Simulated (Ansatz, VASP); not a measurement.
# Two plane-wave programs on Ag

```
CELL_PARAMETERS angstrom
0.00000 2.69909 2.69494
2.69900 0.00000 2.69494
2.69900 2.69909 0.00000
ATOMIC_POSITIONS crystal
Ag 0.25003 0.25003 0.74997
Ag 0.74997 0.74997 0.25003
```

Alike in both runs: functional PBE; dispersion D3(BJ); k mesh 4 × 4 × 4; occupations gaussian, width 0.1 eV; no spin polarisation.

Ansatz relaxed the structure, and its values are those at the end. VASP's run is a single point on that final structure, the one shown.

|  | VASP | Ansatz |
| --- | --- | --- |
| version | VASP 6.6.1 | Ansatz 0.2.0 |
| potentials or method | VASP PAW PBE potentials, release 64 (Ag), cutoff 520 eV | scalar-relativistic, plane waves, PAW |
| valence electrons in the cell | 22 | 38 |

Ansatz gave:

- gap on the k mesh at the Fermi level (eV): none
- pressure (GPa): 0.1

Task: Estimate VASP's values.

Result: gap on the k mesh at the Fermi level (eV): none; pressure (GPa): 0.0.

A gap of «none» marks a metal or a gap that the smearing closes. VASP's potentials hold 22 valence electrons a cell and Ansatz's 38, so a difference there can come from the potentials and not from the codes.

The k mesh is coarse, so the values compare programs but aren't converged.
